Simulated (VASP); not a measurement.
# Li32F33 (a cell with a defect) in VASP: a series of runs

Runs on Li32F33 (a cell with a defect). Level: PBEsol. Tasks: single point.

Program: VASP 6.6.1. These are calculated values, not measurements. Logs are shortened: lines on timing, memory, paths and dates and some standing lists are left out, and cuts for length are marked.

### Step 1. The cell of the first run

The cell holds a defect, 65 atoms: a = 8.015 Å, b = 8.015 Å, c = 8.015 Å, α = 90.00°, β = 90.00°, γ = 90.00°.

### Step 2. Single point, PBEsol

Input file INCAR:

```
PREC = Accurate
ENCUT = 650
EDIFF = 1E-6
ISMEAR = -1
SIGMA = 0.05
LREAL = Auto
LASPH = T
NELM = 120
ALGO = Normal
ISIF = 2
LWAVE = F
LCHARG = F
GGA = PS
NBANDS = 202
NELECT = 326.0
ISYM = -1
GGA_COMPAT = F
```

Input file KPOINTS:

```
explicit points
1
Reciprocal
  0.25000000   0.25000000   0.25000000 1
```

Input file POSCAR:

```
Li32F33
1.0
    8.0151850000      0.0000000000      0.0000000000
    0.0000000000      8.0151850000      0.0000000000
    0.0000000000      0.0000000000      8.0151850000
F Li
33 32
Direct
    0.2501490000      0.9991290000      0.0002140000
    0.2499340000      0.9993110000      0.5003940000
    0.2500420000      0.4989740000      0.0002360000
    0.1801290000      0.4290960000      0.5021790000
    0.7501240000      0.9990950000      0.0002620000
    0.7501990000      0.9990620000      0.5002820000
    0.7501680000      0.4990870000      0.0002880000
    0.7503010000      0.4990980000      0.5002000000
    0.0006070000      0.2494470000      0.0004360000
    0.0027310000      0.2517680000      0.5006840000
    0.9977430000      0.7514500000      0.0002390000
    0.9984900000      0.7504480000      0.5002720000
    0.5025330000      0.2466640000      0.0002860000
    0.5014970000      0.2475070000      0.5001960000
    0.4996840000      0.7486640000      0.0000550000
    0.4986380000      0.7476240000      0.4996990000
    0.9999690000      0.0012240000      0.2529710000
    0.9998580000      0.0008890000      0.7478290000
    0.9981410000      0.5022310000      0.2480990000
    0.9974060000      0.5022310000      0.7531720000
    0.5003410000      0.9973250000      0.2526180000
    0.5003410000      0.9969780000      0.7475970000
    0.5029830000      0.4958000000      0.2473010000
    0.5022590000      0.4958200000      0.7524280000
    0.2532770000      0.2470520000      0.2481710000
    0.2533600000      0.2463720000      0.7531700000
    0.2467670000      0.7519000000      0.2473150000
    0.2468020000      0.7511680000      0.7524460000
    0.7522310000      0.2488860000      0.2530110000
    0.7518860000      0.2488520000      0.7477790000
    0.7485140000      0.7494050000      0.2525040000
    0.7481200000      0.7492440000      0.7476200000
    0.3234880000      0.5724740000      0.4985120000
    0.9986730000      0.0004230000      0.0003090000
    0.9946050000      0.9969040000      0.5002400000
    0.9965990000      0.5008760000      0.0003720000
    0.9701380000      0.5174190000      0.4995580000
    0.5015880000      0.9978560000      0.0001180000
    0.5055600000      0.0019530000      0.5001570000
    0.5039040000      0.4972980000      0.0001450000
    0.5308520000      0.4789770000      0.5009210000
    0.2516450000      0.2454510000      0.0003770000
    0.2685040000      0.2190940000      0.4994450000
    0.2484710000      0.7527600000      0.0000530000
    0.2299800000      0.7798150000      0.5010150000
    0.7515540000      0.2476690000      0.0002920000
    0.7479450000      0.2434910000      0.5003420000
    0.7488650000      0.7505760000      0.0001770000
    0.7530910000      0.7544110000      0.5001820000
    0.2502480000      0.9990240000      0.2427040000
    0.2500750000      0.9992210000      0.7576200000
    0.2503620000      0.4993990000      0.2327370000
    0.2498870000      0.4986750000      0.7677310000
    0.7501430000      0.9991360000      0.2478540000
    0.7501310000      0.9991460000      0.7525300000
    0.7501460000      0.4991060000      0.2427980000
    0.7502650000      0.4990860000      0.7577210000
    0.0016220000      0.2505190000      0.2440220000
    0.0014380000      0.2505030000      0.7567730000
    0.9981390000      0.7512990000      0.2433350000
    0.9977310000      0.7510220000      0.7571400000
    0.5023740000      0.2470370000      0.2433300000
    0.5019760000      0.2467440000      0.7571330000
    0.4988830000      0.7477690000      0.2434990000
    0.4987970000      0.7477860000      0.7566760000
```

Potentials or basis: VASP PAW PBE potentials, release 64 (F, Li_sv).

On the command line:

```
$ cat potpaw_PBE.64/F/POTCAR potpaw_PBE.64/Li_sv/POTCAR > POTCAR
$ mpirun -np 1 vasp_std > vasp.out
```

OUTCAR:

```text
PREC = Accurate
   ENCUT = 650
   EDIFF = 1E-6
   ISMEAR = -1
   LREAL = Auto
   LASPH = T
   NELM = 120
   ISIF = 2
   GGA = PS
   NELECT = 326.0
   ISYM = -1

 ion  position               nearest neighbor table
   1  0.250  0.999  0.000-  50 1.94  51 1.94  42 1.97  44 1.97  38 2.02  34 2.02
   2  0.250  0.999  0.500-  45 1.77  43 1.77  35 2.05  39 2.05  51 2.06  50 2.07
   3  0.250  0.499  0.000-  52 1.86  53 1.86  36 2.03  42 2.03  44 2.03  40 2.03
   4  0.180  0.429  0.502-  33 1.63  37 1.83  43 1.83
   5  0.750  0.999  0.000-  54 1.98  55 1.99  48 1.99  38 1.99  34 1.99  46 1.99
   6  0.750  0.999  0.500-  35 1.96  47 1.96  39 1.96  49 1.96  55 2.02  54 2.02
   7  0.750  0.499  0.000-  56 1.94  57 1.94  40 1.97  36 1.98  46 2.02  48 2.02
   8  0.750  0.499  0.500-  41 1.77  37 1.77  49 2.05  47 2.05  56 2.06  57 2.06
   9  0.001  0.249  0.000-  58 1.95  59 1.95  34 2.00  46 2.00  42 2.01  36 2.02
  10  0.003  0.252  0.501-  47 2.04  35 2.04  59 2.05  58 2.06  37 2.15  43 2.15
[... 20 lines left out ...]
  31  0.749  0.749  0.253-  49 1.99  54 2.00  64 2.00  60 2.00  56 2.01  48 2.02
  32  0.748  0.749  0.748-  49 1.98  65 2.00  61 2.00  55 2.00  57 2.01  48 2.02
  33  0.323  0.572  0.499-   4 1.63  45 1.82  41 1.82
  34  0.999  0.000  0.000-   5 1.99  11 2.00   9 2.00   1 2.02  18 2.02  17 2.03
  35  0.995  0.997  0.500-   6 1.96  12 1.98  17 1.98  18 1.99  10 2.04   2 2.05  45 2.57
  36  0.997  0.501  0.000-   7 1.98  20 1.98  19 1.99  11 2.01   9 2.02   3 2.03
  37  0.970  0.517  0.500-   8 1.77   4 1.83  12 1.88  19 2.03  20 2.05  10 2.15  49 2.58
  38  0.502  0.998  0.000-   5 1.99  13 1.99  15 2.00   1 2.02  21 2.02  22 2.02
  39  0.506  0.002  0.500-   6 1.96  14 1.97  22 1.98  21 1.98  16 2.04   2 2.05  43 2.58
  40  0.504  0.497  0.000-   7 1.97  23 1.98  24 1.99  13 2.01  15 2.02   3 2.03
  41  0.531  0.479  0.501-   8 1.77  33 1.82  14 1.87  24 2.03  23 2.05  16 2.17  47 2.57
  42  0.252  0.245  0.000-   1 1.97  26 1.98  25 1.99  13 2.01   9 2.01   3 2.03
  43  0.269  0.219  0.499-   2 1.77   4 1.83  14 1.88  25 2.03  26 2.05  10 2.15  39 2.58
  44  0.248  0.753  0.000-   1 1.97  27 1.98  28 1.98  11 2.01  15 2.01   3 2.03
  45  0.230  0.780  0.501-   2 1.77  33 1.82  12 1.87  28 2.03  27 2.05  16 2.17  35 2.57
  46  0.752  0.248  0.000-   5 1.99  13 2.00   9 2.00   7 2.02  30 2.02  29 2.03
  47  0.748  0.243  0.500-   6 1.96  14 1.98  29 1.98  30 1.98  10 2.04   8 2.05  41 2.57
  48  0.749  0.751  0.000-   5 1.99  11 1.99  15 2.00   7 2.02  31 2.02  32 2.02
  49  0.753  0.754  0.500-   6 1.96  12 1.97  32 1.98  31 1.99  16 2.04   8 2.05  37 2.58
  50  0.250  0.999  0.243-   1 1.94  27 1.98  25 1.99  21 2.01  17 2.01   2 2.07
  51  0.250  0.999  0.758-   1 1.94  26 1.98  28 1.99  18 2.01  22 2.01   2 2.06
  52  0.250  0.499  0.233-   3 1.86  19 2.03  25 2.03  27 2.03  23 2.03
  53  0.250  0.499  0.768-   3 1.86  26 2.03  24 2.03  20 2.03  28 2.03
  54  0.750  0.999  0.248-   5 1.98  31 2.00  29 2.00  21 2.00  17 2.00   6 2.02
  55  0.750  0.999  0.753-   5 1.99  30 2.00  18 2.00  22 2.00  32 2.00   6 2.02
  56  0.750  0.499  0.243-   7 1.94  23 1.98  19 1.99  29 2.01  31 2.01   8 2.06
  57  0.750  0.499  0.758-   7 1.94  20 1.98  24 1.99  32 2.01  30 2.01   8 2.06
  58  0.002  0.251  0.244-   9 1.95  17 2.00  29 2.00  25 2.02  19 2.02  10 2.06
  59  0.001  0.251  0.757-   9 1.95  30 2.00  18 2.00  20 2.02  26 2.02  10 2.05
  60  0.998  0.751  0.243-  11 1.95  27 1.99  19 2.00  31 2.00  17 2.00  12 2.06
  61  0.998  0.751  0.757-  11 1.95  20 1.99  28 2.00  32 2.00  18 2.00  12 2.06
  62  0.502  0.247  0.243-  13 1.95  23 1.99  25 2.00  21 2.00  29 2.00  14 2.06
  63  0.502  0.247  0.757-  13 1.95  26 1.99  24 2.00  22 2.00  30 2.00  14 2.06
  64  0.499  0.748  0.243-  15 1.95  21 2.00  31 2.00  23 2.02  27 2.02  16 2.05
  65  0.499  0.748  0.757-  15 1.95  22 2.00  32 2.00  24 2.02  28 2.02  16 2.06

IMPORTANT INFORMATION: All symmetrisations will be switched off!
NOSYMM: (Re-)initialisation of all symmetry stuff for point group C_1.

[... 41 lines left out ...]
   TEBEG  =    0.0;   TEEND  =   0.0 temperature during run
   PSTRESS=    0.0 pullay stress
   NELECT =     326.0000    total number of electrons
   NUPDOWN=      -1.0000    fix difference up-down
   EMIN   =  10.00;   EMAX   =-10.00  energy-range for DOS
   EFERMI =   0.00;   METHOD = LEGACY
   ISMEAR =    -1;   SIGMA  =   0.05  broadening in eV -4-tet -1-fermi 0-gaus
   EFERMI_NEDOS =   21; number of points for ismear=-14 and -15
   IALGO  =     38    algorithm
   IMIX   =      4    mixing-type and parameters
     AMIX     =   0.40;   BMIX     =  1.00
     AMIX_MAG =   1.60;   BMIX_MAG =  1.00
  volume/ion in A,a.u.               =       7.92        53.46
  Fermi-wavevector in a.u.,A,eV,Ry     =   1.405725  2.656436 26.885980  1.976064
  Thomas-Fermi vector in A             =   2.528158
   LORBIT       =      0    0 simple, 1 ext, 2 COOP (PROOUT), +10 PAW based schemes
   GGA     = PS    functional components
   LHFCALC =     F    Hartree Fock is set to
   AEXX    =    0.0000 exact exchange contribution
   IVDW    =     0    specifies the selected vdW correction
   LEPSILON=     F    determine dielectric tensor
   LRPA    =     F    only Hartree local field effects (RPA)
 non-spin polarized calculation
  energy-cutoff  :      650.00
  volume of cell :      514.92
 maximum number of plane-waves:     19339
 NGX is ok and might be reduce to    70
   NGX = 33   NGY = 33   NGZ = 33

 number of electron     326.0000034 magnetization

 Free energy of the ion-electron system (eV)
  ---------------------------------------------------
  ext. energy  EPLUGINS =         0.00000000
  ---------------------------------------------------
  free energy    TOTEN  =      -315.21944835 eV

  energy without entropy =     -315.21909498  energy(sigma->0) =     -315.21927167

 E-fermi :  -0.4134     XC(G=0): -10.3401

 val. band max:       -0.8915224744   @ k =   0.2500   0.2500   0.2500
 cond. band min:       0.0210314090   @ k =   0.2500   0.2500   0.2500
 fundamental gap:      0.9125538833
 Fermi energy:        -0.4134037319

 k-point     1 :       0.2500    0.2500    0.2500
  band No.  band energies     occupation
      1     -41.1882      2.00000
      2     -41.1842      2.00000
      3     -41.1360      2.00000
      4     -41.1291      2.00000
      5     -41.1138      2.00000
      6     -41.1075      2.00000
[... 167 lines left out ...]
    174      10.5334      0.00000
    175      10.6652      0.00000
 [bands above 175 left out]

------------------------ aborting loop because EDIFF is reached ----------------------------------------

  FORCE on cell =-STRESS in cart. coord.  units (eV):
  Direction    XX          YY          ZZ          XY          YZ          ZX
  --------------------------------------------------------------------------------------
  -------------------------------------------------------------------------------------
  Total       -0.2572762     -0.2686363     -2.5682538     -2.2222120     -0.2369617     -0.2284500
  in kB       -0.8005150     -0.8358621     -7.9911240     -6.9144145     -0.7373067     -0.7108224
  external PRESSURE =      -3.2091670 kB  Pullay stress =       0.0000000 kB

 VOLUME and BASIS-vectors are now :
 -----------------------------------------------------------------------------
  energy-cutoff  :      650.00
  volume of cell :      514.92
      direct lattice vectors                 reciprocal lattice vectors
     8.015185000  0.000000000  0.000000000     0.124763184  0.000000000  0.000000000
     0.000000000  8.015185000  0.000000000     0.000000000  0.124763184  0.000000000
     0.000000000  0.000000000  8.015185000     0.000000000  0.000000000  0.124763184

 POSITION                                       TOTAL-FORCE (eV/Angst)
 -----------------------------------------------------------------------------------
      2.00499      8.00820      0.00172         0.000012     -0.000187      0.000112
      2.00327      8.00966      4.01075         0.005150     -0.005812     -0.003134
      2.00413      3.99937      0.00189         0.004515      0.005593      0.001878
      1.44377      3.43928      4.02506        -0.018317     -0.021060     -0.004016
      6.01238      8.00793      0.00210        -0.000083      0.002241     -0.001944
      6.01298      8.00767      4.00985        -0.004133      0.000457     -0.001143
[... 57 lines left out ...]
      3.99864      5.99351      1.95169        -0.004000     -0.001547      0.009342
      3.99795      5.99364      6.06490        -0.007615     -0.005955     -0.011982
 -----------------------------------------------------------------------------------
    total drift:                                0.016175     -0.015602      0.022747

  FREE ENERGIE OF THE ION-ELECTRON SYSTEM (eV)
  ---------------------------------------------------
  free  energy   TOTEN  =      -315.2194483519 eV

  energy  without entropy=     -315.2190949783  energy(sigma->0) =     -315.21927167
```

Run time: 4.8 min. Hardware: 1 thread of Intel Xeon Platinum 8488C (Sapphire Rapids), shared host; peak memory 0.68 GiB.

Results:

- Free energy: -315.2194 eV
- Largest force: 0.045 eV/Å

Forces in eV/Å, atoms in the order of the input:
```
F    0.000  0.000  0.000
F    0.005 -0.006 -0.003
F    0.005  0.006  0.002
F   -0.018 -0.021 -0.004
F    0.000  0.002 -0.002
F   -0.004  0.000 -0.001
F    0.001  0.000 -0.002
F   -0.001  0.000  0.000
F    0.000  0.006 -0.001
F    0.018  0.021  0.004
F    0.000  0.004  0.000
F   -0.014  0.009  0.000
F    0.000 -0.002 -0.003
F    0.009 -0.020  0.001
F   -0.003 -0.008  0.001
F   -0.028 -0.032 -0.002
F    0.002 -0.010 -0.009
F    0.001 -0.005  0.001
F    0.000  0.004 -0.013
F    0.005  0.000  0.008
F   -0.003  0.005 -0.005
F   -0.003  0.010  0.007
F   -0.008  0.002 -0.005
F    0.001 -0.003  0.010
F    0.005  0.000 -0.013
F    0.002  0.003  0.007
F    0.004 -0.003 -0.006
F   -0.002  0.002  0.008
F   -0.009  0.003 -0.013
F   -0.004  0.002  0.008
F    0.000 -0.006 -0.004
F    0.005 -0.002  0.012
F    0.034  0.030  0.003
Li  -0.002 -0.002 -0.001
Li   0.006  0.004  0.002
Li   0.006 -0.003  0.002
Li  -0.001 -0.013  0.001
Li   0.005 -0.004  0.001
Li  -0.010  0.002  0.000
Li  -0.011 -0.001 -0.003
Li   0.004  0.027  0.000
Li   0.001  0.015  0.003
Li  -0.024  0.007  0.002
Li   0.002 -0.011 -0.002
Li   0.027 -0.004  0.000
Li  -0.007  0.002  0.000
Li   0.007  0.009  0.000
Li   0.006  0.000  0.000
Li  -0.006 -0.009 -0.001
Li  -0.001  0.000  0.011
Li  -0.001 -0.002 -0.006
Li  -0.001 -0.004  0.032
Li  -0.004  0.001 -0.029
Li   0.001 -0.001  0.010
Li   0.001 -0.002 -0.008
Li   0.004 -0.002  0.009
Li   0.000 -0.003 -0.008
Li   0.006  0.004  0.016
Li   0.008  0.002 -0.015
Li  -0.007  0.002  0.015
Li  -0.003  0.001 -0.015
Li   0.003  0.001  0.016
Li   0.005  0.002 -0.014
Li  -0.004 -0.002  0.009
Li  -0.008 -0.006 -0.012
```

Caveat: the cell carries a net charge on a neutralising background, which shifts energy and pressure; the cell is charged against a uniform background, so pressure and absolute levels hang on convention; the PAW data sets were made with another functional, which shifts forces and pressure a little.

(Part 1 of 2 ends here.)
